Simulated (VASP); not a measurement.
# Mg5Te in VASP: a series of runs

The runs below take Mg5Te through single point, with PBE.

Program: VASP 6.6.1. These are calculated values, not measurements. Logs are shortened: lines on timing, memory, paths and dates and some standing lists are left out, and cuts for length are marked.

**1. The cell of the first run**

Symmetry: C2/m, No. 12, monoclinic system. Conventional cell: a = 10.063 Å, b = 6.748 Å, c = 6.696 Å, α = 90.00°, β = 131.48°, γ = 90.00°. Mg (site symmetry 2/m) has 8 Mg at 3.03 to 3.04 Å and 2 Te at 3.77 Å within 4.0 Å. Mg (site symmetry -1) has 8 Mg at 3.03 to 3.77 Å and 2 Te at 3.04 Å within 4.0 Å. Within 4.0 Å of Mg (site symmetry -1) lie 2 Te at 3.03 Å and 8 Mg at 3.04 to 3.77 Å. Within 4.0 Å of Te (site symmetry 2/m) lie 10 Mg at 3.03 to 3.77 Å.

The cell was built from a structure type or drawn by symmetry, and may not be a known phase.

**2. Single point, PBE**

INCAR

```
ALGO = Normal ; EDIFF = 1E-7
ENCUT = 520 ; GGA = PE
ISIF = 2 ; ISMEAR = 0
LASPH = True ; LCHARG = False
LREAL = False ; LWAVE = False
NBANDS = 17 ; NELM = 100
PREC = Accurate ; SIGMA = 0.1
```

KPOINTS

```
k-points
0
Gamma
  4 4 4
```

POSCAR

```
Mg5Te
1.0
    5.0264966459     -3.3742000704     -0.2277181421
    5.0264966459      3.3742000704     -0.2277181421
   -5.3952284603      0.0000000000      5.2654157367
Mg Te
5 1
Direct
    0.5000000000      0.5000000000      0.0000000000
    0.5000000000      0.0000000000      0.0000000000
    0.0000000000      0.5000000000      0.0000000000
    0.0000000000      0.5000000000      0.5000000000
    0.5000000000      0.0000000000      0.5000000000
    0.5000000000      0.5000000000      0.5000000000
```

Potentials or basis: VASP PAW PBE potentials, release 64 (Mg, Te).

On the command line:

```bash
cat potpaw_PBE.64/Mg/POTCAR potpaw_PBE.64/Te/POTCAR > POTCAR
mpirun -np 1 vasp_std > vasp.out
```

OUTCAR:

```text
EDIFF = 1E-7
   ENCUT = 520
   GGA = PE
   ISIF = 2
   ISMEAR = 0
   LASPH = True
   LREAL = False
   NELM = 100
   PREC = Accurate

 ion  position               nearest neighbor table
   1  0.500  0.500  0.000-   2 3.03   3 3.03   2 3.03   3 3.03   4 3.04   5 3.04   5 3.04   4 3.04

   2  0.500  0.000  0.000-   1 3.03   1 3.03   6 3.04   6 3.04   4 3.35   4 3.35   3 3.37   3 3.37

   3  0.000  0.500  0.000-   1 3.03   1 3.03   6 3.04   6 3.04   5 3.35   5 3.35   2 3.37   2 3.37

   4  0.000  0.500  0.500-   6 3.03   6 3.03   1 3.04   1 3.04   2 3.35   2 3.35   5 3.37   5 3.37

   5  0.500  0.000  0.500-   6 3.03   6 3.03   1 3.04   1 3.04   3 3.35   3 3.35   4 3.37   4 3.37

   6  0.500  0.500  0.500-   4 3.03   5 3.03   5 3.03   4 3.03   2 3.04   2 3.04   3 3.04   3 3.04

  Warning from LATTYP: Got some problem with cell dimensions!
  Tried to take original basis but could not verify dimensions!
  LATTYP: Found a base centered monoclinic cell.
 ALAT       =    10.0633044441
 B/A-ratio  =     0.6705948507
 C/A-ratio  =     0.6653452031
 COS(beta)  =    -0.6624239005

  Lattice vectors:

 A1 = (  -5.0264966459,   3.3742000704,   0.2277181421)
 A2 = (  -5.0264966459,  -3.3742000704,   0.2277181421)
 A3 = (   4.6577648315,   0.0000000000,   4.8099794525)

Analysis of symmetry for initial positions (statically):
=====================================================================
 Subroutine PRICEL returns:
 Original cell was already a primitive cell.

 Routine SETGRP: Setting up the symmetry group for a
 base centered monoclinic supercell.

 Subroutine GETGRP returns: Found  4 space group operations
 (whereof  4 operations were pure point group operations)
 out of a pool of  4 trial point group operations.

The static configuration has the point symmetry C_2h.

Analysis of symmetry for dynamics (positions and initial velocities):
=====================================================================
 Subroutine PRICEL returns:
 Original cell was already a primitive cell.

 Routine SETGRP: Setting up the symmetry group for a
 base centered monoclinic supercell.

 Subroutine GETGRP returns: Found  4 space group operations
 (whereof  4 operations were pure point group operations)
 out of a pool of  4 trial point group operations.

The dynamic configuration has the point symmetry C_2h.

 Subroutine INISYM returns: Found  4 space group operations
 (whereof  4 operations are pure point group operations),
 and found     1 'primitive' translations

----------------------------------------------------------------------------------------

                                     Primitive cell

  volume of cell :     170.3161

  direct lattice vectors                    reciprocal lattice vectors
     5.026496646 -3.374200070 -0.227718142     0.104315221 -0.148183270  0.106886992
     5.026496646  3.374200070 -0.227718142     0.104315221  0.148183270  0.106886992
    -5.395228460  0.000000000  5.265415737     0.009022827  0.000000000  0.199163801

  length of vectors
     6.058279475  6.058279475  7.538772647     0.210391957  0.210391957  0.199368080

  position of ions in fractional coordinates (direct lattice)
     0.500000000  0.500000000  0.000000000
     0.500000000  1.000000000  0.000000000
     1.000000000  0.500000000  0.000000000
     1.000000000  0.500000000  0.500000000
     0.500000000  1.000000000  0.500000000
     0.500000000  0.500000000  0.500000000

  ion indices of the primitive-cell ions
   primitive index   ion index
                 1           1
                 2           2
                 3           3
                 4           4
                 5           5
                 6           6

----------------------------------------------------------------------------------------

 KPOINTS: k-points

Automatic generation of k-mesh.
 Grid dimensions read from file:
 generate k-points for:    4    4    4

 Generating k-lattice:

  Cartesian coordinates                     Fractional coordinates (reciprocal lattice)
     0.026078805 -0.037045817  0.026721748     0.250000000 -0.000000000  0.000000000
     0.026078805  0.037045817  0.026721748    -0.000000000  0.250000000  0.000000000
     0.002255707  0.000000000  0.049790950     0.000000000  0.000000000  0.250000000

  Length of vectors
     0.052597989  0.052597989  0.049842020

  Shift w.r.t. Gamma in fractional coordinates (k-lattice)
     0.000000000  0.000000000  0.000000000

 Subroutine IBZKPT returns following result:
 ===========================================

 Found     24 irreducible k-points:

 Following reciprocal coordinates:
            Coordinates               Weight
  0.000000  0.000000  0.000000      1.000000
  0.250000 -0.000000  0.000000      4.000000
  0.500000 -0.000000  0.000000      2.000000
  0.250000  0.250000  0.000000      2.000000
  0.500000  0.250000  0.000000      4.000000
 -0.250000  0.250000  0.000000      2.000000
[... 16 lines left out ...]
 -0.250000  0.250000  0.500000      2.000000
  0.500000  0.500000  0.500000      1.000000
   k-points           NKPTS =     24   k-points in BZ     NKDIM =     24   number of bands    NBANDS=     17
   number of dos      NEDOS =    301   number of ions     NIONS =      6
   total plane-waves  NPLWV = 129024
   dimension x,y,z NGX =    48 NGY =   48 NGZ =   56
   dimension x,y,z NGXF=    96 NGYF=   96 NGZF=  112
   ions per type =               5   1
   NGX,Y,Z   is equivalent  to a cutoff of  13.17, 13.17, 12.35 a.u.
   NGXF,Y,Z  is equivalent  to a cutoff of  26.34, 26.34, 24.70 a.u.
 SYSTEM =  unknown system
   PREC   = accura    normal or accurate (medium, high low for compatibility)
   ISTART =      0    job   : 0-new  1-cont  2-samecut
   ICHARG =      2    charge: 1-file 2-atom 10-const
   ISPIN  =      1    spin polarized calculation?
   LNONCOLLINEAR =      F non collinear calculations
   LSORBIT =      F    spin-orbit coupling
   LASPH  =      T    aspherical Exc in radial PAW
   ENCUT  =  520.0 eV  38.22 Ry    6.18 a.u.  11.26 11.26 14.02*2*pi/ulx,y,z
   NELM   =    100;   NELMIN=  2; NELMDL= -5     # of ELM steps
   EDIFF  = 0.1E-06   stopping-criterion for ELM
   LREAL  =      F    real-space projection
   EDIFFG = 0.1E-05   stopping-criterion for IOM
   NSW    =      0    number of steps for IOM
   IBRION =     -1    ionic relax: 0-MD 1-quasi-New 2-CG
   NFREE  =      0    steps in history (QN), initial steepest desc. (CG)
   ISIF   =      2    stress and relaxation
   ISYM   =      2    0-nonsym 1-usesym 2-fastsym
   POTIM  = 0.5000    time-step for ionic-motion
   TEBEG  =    0.0;   TEEND  =   0.0 temperature during run
   PSTRESS=    0.0 pullay stress
   NELECT =      16.0000    total number of electrons
   NUPDOWN=      -1.0000    fix difference up-down
   EMIN   =  10.00;   EMAX   =-10.00  energy-range for DOS
   EFERMI =   0.00;   METHOD = LEGACY
   ISMEAR =     0;   SIGMA  =   0.10  broadening in eV -4-tet -1-fermi 0-gaus
   EFERMI_NEDOS =   21; number of points for ismear=-14 and -15
   IALGO  =     38    algorithm
   IMIX   =      4    mixing-type and parameters
     AMIX     =   0.40;   BMIX     =  1.00
     AMIX_MAG =   1.60;   BMIX_MAG =  1.00
  volume/ion in A,a.u.               =      28.39       191.56
  Fermi-wavevector in a.u.,A,eV,Ry     =   0.744211  1.406355  7.535592  0.553850
  Thomas-Fermi vector in A             =   1.839509
   LORBIT       =      0    0 simple, 1 ext, 2 COOP (PROOUT), +10 PAW based schemes
   GGA     = PE    functional components
   LHFCALC =     F    Hartree Fock is set to
   AEXX    =    0.0000 exact exchange contribution
   IVDW    =     0    specifies the selected vdW correction
   LEPSILON=     F    determine dielectric tensor
   LRPA    =     F    only Hartree local field effects (RPA)
 non-spin polarized calculation
 Gauss-broadening in eV      SIGMA  =   0.10
  energy-cutoff  :      520.00
  volume of cell :      170.32
 maximum number of plane-waves:      4614
 NGX is ok and might be reduce to    48
   NGX = 23   NGY = 23   NGZ = 29

 number of electron      16.0000000 magnetization

 Free energy of the ion-electron system (eV)
  ---------------------------------------------------
  ext. energy  EPLUGINS =         0.00000000
  ---------------------------------------------------
  free energy    TOTEN  =       -10.19972725 eV

  energy without entropy =      -10.18997810  energy(sigma->0) =      -10.19485268

 E-fermi :   2.6490     XC(G=0):  -8.0850

 val. band max:        2.5587718325   @ k =  -0.2500   0.2500   0.2500
 cond. band min:       2.6957577729   @ k =   0.2500   0.2500   0.0000
 fundamental gap:      0.1369859404
 Fermi energy:         2.6490312247

 k-point     1 :       0.0000    0.0000    0.0000
  band No.  band energies     occupation
      1      -9.2816      2.00000
      2      -1.8940      2.00000
      3      -1.6865      2.00000
      4      -1.0364      2.00000
      5      -1.0143      2.00000
      6       1.9128      2.00000
[... 9 lines left out ...]
     16       7.8199      0.00000
     17       7.9710      0.00000

 k-point     2 :       0.2500   -0.0000    0.0000
  band No.  band energies     occupation
      1      -9.2394      2.00000
      2      -2.3023      2.00000
      3      -1.9504      2.00000
      4      -1.0537      2.00000
      5      -0.7507      2.00000
      6       1.2257      2.00000
[... 9 lines left out ...]
     16       6.3773      0.00000
     17       6.5579      0.00000

 k-point     3 :       0.5000   -0.0000    0.0000
  band No.  band energies     occupation
      1      -9.1961      2.00000
      2      -2.4480      2.00000
      3      -2.1616      2.00000
      4      -1.1773      2.00000
      5      -1.0858      2.00000
      6       0.8583      2.00000
[... 9 lines left out ...]
     16       7.0911      0.00000
     17       7.8911      0.00000

 k-point     4 :       0.2500    0.2500    0.0000
  band No.  band energies     occupation
      1      -9.2035      2.00000
      2      -2.3519      2.00000
      3      -2.2589      2.00000
      4      -1.5136      2.00000
      5      -0.1099      2.00000
      6       1.1051      2.00000
[... 9 lines left out ...]
     16       7.1502      0.00000
     17       7.2132      0.00000

 k-point     5 :       0.5000    0.2500    0.0000
  band No.  band energies     occupation
      1      -9.1676      2.00000
      2      -2.4988      2.00000
      3      -2.2385      2.00000
      4      -1.8759      2.00000
      5      -0.3181      2.00000
      6       1.5715      2.00000
[... 9 lines left out ...]
     16       7.9223      0.00000
     17       7.9498      0.00000

 k-point     6 :      -0.2500    0.2500    0.0000
  band No.  band energies     occupation
      1      -9.2041      2.00000
      2      -2.3662      2.00000
      3      -2.2631      2.00000
      4      -1.4833      2.00000
      5      -0.1126      2.00000
      6       1.0989      2.00000
[... 9 lines left out ...]
     16       7.0866      0.00000
     17       7.2214      0.00000
[... 281 lines left out ...]
 k-point    21 :       0.2500    0.2500    0.5000
  band No.  band energies     occupation
      1      -9.2063      2.00000
      2      -2.8986      2.00000
      3      -1.5703      2.00000
      4      -1.5345      2.00000
      5       0.4443      2.00000
      6       1.3501      2.00000
[... 9 lines left out ...]
     16       7.2086      0.00000
     17       7.3272      0.00000

 k-point    22 :       0.5000    0.2500    0.5000
  band No.  band energies     occupation
      1      -9.1977      2.00000
      2      -2.9510      2.00000
      3      -1.7563      2.00000
      4      -1.3446      2.00000
      5       0.2765      2.00000
      6       0.8800      2.00000
[... 9 lines left out ...]
     16       7.2614      0.00000
     17       7.2954      0.00000

 k-point    23 :      -0.2500    0.2500    0.5000
  band No.  band energies     occupation
      1      -9.1907      2.00000
      2      -2.7242      2.00000
      3      -1.9354      2.00000
      4      -1.9266      2.00000
      5       0.7191      2.00000
      6       1.2766      2.00000
[... 9 lines left out ...]
     16       6.3320      0.00000
     17       7.5030      0.00000

 k-point    24 :       0.5000    0.5000    0.5000
  band No.  band energies     occupation
      1      -9.1967      2.00000
      2      -3.0576      2.00000
      3      -1.4379      2.00000
      4      -1.2707      2.00000
      5      -0.1511      2.00000
      6       0.9838      2.00000
[... 9 lines left out ...]
     16       7.1031      0.00000
     17       7.2700      0.00000

------------------------ aborting loop because EDIFF is reached ----------------------------------------

  FORCE on cell =-STRESS in cart. coord.  units (eV):
  Direction    XX          YY          ZZ          XY          YZ          ZX
  --------------------------------------------------------------------------------------
  -------------------------------------------------------------------------------------
  Total       -0.1339204     -0.2425685     -0.3127321      0.0000000      0.0000000      0.0645327
  in kB       -1.2597997     -2.2818607     -2.9418957      0.0000000      0.0000000      0.6070644
  external PRESSURE =      -2.1611854 kB  Pullay stress =       0.0000000 kB

 VOLUME and BASIS-vectors are now :
 -----------------------------------------------------------------------------
  energy-cutoff  :      520.00
  volume of cell :      170.32
      direct lattice vectors                 reciprocal lattice vectors
     5.026496646 -3.374200070 -0.227718142     0.104315221 -0.148183270  0.106886992
     5.026496646  3.374200070 -0.227718142     0.104315221  0.148183270  0.106886992
    -5.395228460  0.000000000  5.265415737     0.009022827  0.000000000  0.199163801

 POSITION                                       TOTAL-FORCE (eV/Angst)
 -----------------------------------------------------------------------------------
      5.02650      0.00000     -0.22772         0.000000     -0.000000     -0.000000
      2.51325     -1.68710     -0.11386        -0.000000     -0.000000     -0.000000
      2.51325      1.68710     -0.11386        -0.000000      0.000000     -0.000000
     -0.18437      1.68710      2.51885        -0.000000     -0.000000     -0.000000
     -0.18437     -1.68710      2.51885        -0.000000     -0.000000      0.000000
      2.32888      0.00000      2.40499         0.000000     -0.000000     -0.000000
 -----------------------------------------------------------------------------------
    total drift:                               -0.000000     -0.000000     -0.000000

  FREE ENERGIE OF THE ION-ELECTRON SYSTEM (eV)
  ---------------------------------------------------
  free  energy   TOTEN  =       -10.1997272460 eV

  energy  without entropy=      -10.1899781047  energy(sigma->0) =      -10.19485268
```

Run time: 48 s. Hardware: 1 thread of Intel Xeon 6975P-C (Granite Rapids), shared host; peak memory 0.35 GiB.

Results:

| Quantity | Value |
| --- | --- |
| Free energy | -10.1997 eV |
| Pressure | -0.2 GPa |
| Band gap on the k mesh | zero (bands 8 and 9 overlap by 0.90 eV) |

Levels at points of the mesh, in eV from the Fermi level:
```
           k point  band 6  band 7  band 8  band 9  band 10  band 11
(0.00, 0.00, 0.00)   -0.74   -0.66   -0.24   -0.20     0.29     0.46
(0.50, 0.00, 0.00)   -1.79   -0.30   -0.13    0.95     1.34     2.20
(0.50, 0.50, 0.00)   -1.35    0.12    0.15    0.35     1.62     1.66
(0.00, 0.00, 0.50)   -1.66   -1.47   -0.55    0.42     1.71     1.96
(0.50, 0.00, 0.50)   -1.61   -1.48   -0.56    0.41     1.62     2.03
(0.50, 0.50, 0.50)   -1.67   -1.48   -0.56    0.42     1.69     1.99
```

Caveat: spin-orbit coupling is left out, which moves the levels of the heavy elements.

(Continued in part 2 of 2.)
